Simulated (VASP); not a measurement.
The system is Rh.

```
Rh
1.0
     2.43465    0.00000    0.00000
     0.00000    2.43465    0.00000
     0.00000    0.00000    2.43465
Rh
1
Direct
  0.00000 0.00000 0.00000
```

This isn't the form of Rh at room conditions, which is fcc.

```yaml
Program: VASP 6.6.1
Task: relaxation of cell and atoms
Functional: PBEsol
Potentials_or_basis: VASP PAW PBE potentials, release 64 (Rh_pv)
Cutoff: 600 eV
k_mesh: 8 × 8 × 8
Occupations: gaussian, width 0.1 eV
Spin: no spin polarisation
```

At the start: pressure 19.1 GPa; volume 14.43 Å³/atom.

Question: How do energy, volume and symmetry change on relaxing?

Answer: Over 4 steps the energy falls by 61.0 meV/atom and the volume is 15.55 Å³/atom (+7.8 %); space group Pm-3m (No. 221, to 0.1 Å) before and after.

The path:
| step | energy change (eV) | largest force (eV/Å) | pressure (GPa) | volume (Å³) |
| --- | --- | --- | --- | --- |
| 1 | 0.0000 | 0.0000 | 19.12 | 14.43 |
| 2 | 0.1790 | 0.0000 | -23.06 | 18.34 |
| 3 | -0.0608 | 0.0000 | -0.77 | 15.60 |
| 4 | -0.0610 | 0.0000 | -0.29 | 15.55 |

Final structure:
```
CELL_PARAMETERS angstrom
2.49619 0.00000 0.00000
0.00000 2.49619 0.00000
0.00000 0.00000 2.49619
ATOMIC_POSITIONS crystal
Rh 0.00000 0.00000 0.00000
```

Caveat: the PAW data sets were made with another functional, which shifts forces and pressure a little.
